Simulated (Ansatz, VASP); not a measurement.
# One calculation of TaSi2, two programs

INCAR

```
  PREC = Accurate
  ENCUT = 600
  EDIFF = 1E-6
  ISMEAR = -1
  SIGMA = 0.1
  LREAL = F
  LASPH = T
  NELM = 60
  ALGO = Normal
  ISIF = 3
  LWAVE = F
  LCHARG = F
  GGA = PE
  IBRION = 2
  NSW = 80
  EDIFFG = -0.01
```

The input KPOINTS:

```
Automatic mesh
0
Gamma
  8 8 5
```

File POSCAR:

```
TaSi2
1.0
    4.7800000000      0.0000000000      0.0000000000
   -2.3900000000      4.1396014300      0.0000000000
    0.0000000000      0.0000000000      6.5640000000
Ta Si
3 6
Direct
    0.5000000000      0.0000000000      0.5000000000
    0.5000000000      0.5000000000      0.8333333300
    0.0000000000      0.5000000000      0.1666666700
    0.1666500000      0.3333000000      0.5000000000
    0.8333500000      0.1666500000      0.8333333300
    0.6667000000      0.8333500000      0.1666666700
    0.8333500000      0.6667000000      0.5000000000
    0.1666500000      0.8333500000      0.8333333300
    0.3333000000      0.1666500000      0.1666666700
```

Input for Ansatz:

```yaml
crystal:
  lattice:
    - [4.78, 0.0, 0.0]
    - [-2.39, 4.13960143, 0.0]
    - [0.0, 0.0, 6.564]
  atoms:
    - { symbol: Ta, position: [0.5, 0.0, 0.5] }
    - { symbol: Ta, position: [0.5, 0.5, 0.83333333] }
    - { symbol: Ta, position: [0.0, 0.5, 0.16666667] }
    - { symbol: Si, position: [0.16665, 0.3333, 0.5] }
    - { symbol: Si, position: [0.83335, 0.16665, 0.83333333] }
    - { symbol: Si, position: [0.6667, 0.83335, 0.16666667] }
    - { symbol: Si, position: [0.83335, 0.6667, 0.5] }
    - { symbol: Si, position: [0.16665, 0.83335, 0.83333333] }
    - { symbol: Si, position: [0.3333, 0.16665, 0.16666667] }
  symmetry: { tolerance: 0.0003 }
hamiltonian:
  xc: pbe
  pseudopotentials: { kind: paw, azcp: { folder: soft_1 } }
basis:
  ecutwfc: 420
magnetization:
  spin_polarized: false
scf:
  occupations: { method: fermi_dirac, width: 0.1 }
kpoints:
  mp_grid: { grid: [8, 8, 5], shift: [0, 0, 0] }
output:
  forces: true
  stress: true
  eigenvalues: true
relax:
  max_steps: 60
  cell: {}
```

Alike in both runs: task relaxation of cell and atoms; functional PBE; k mesh 8 × 8 × 5; occupations fermi-dirac, width 0.1 eV; no spin polarisation.

```csv
,VASP,Ansatz
version,VASP 6.6.1,Ansatz 0.2.0
potentials or method,"VASP PAW PBE potentials, release 64 (Ta_pv, Si), cutoff 600 eV",PAW plane waves
valence electrons in the cell,57,63
```

|  | VASP | Ansatz | Ansatz less VASP |
| --- | --- | --- | --- |
| gap on the k mesh at the Fermi level, each at its own relaxed structure (eV) | none | none | - |
| relaxed volume (Å³/atom) | 14.67 | 14.67 | -0.001 |
| relaxed length of the cell vector where the two differ most in proportion (Å) | 6.599 | 6.599 | +0.0006 |

A gap of «none» marks a metal or a gap that the smearing closes. VASP's potentials hold 57 valence electrons a cell and Ansatz's 63, so a difference there can come from the potentials and not from the codes.

Neither program's run includes spin-orbit coupling.
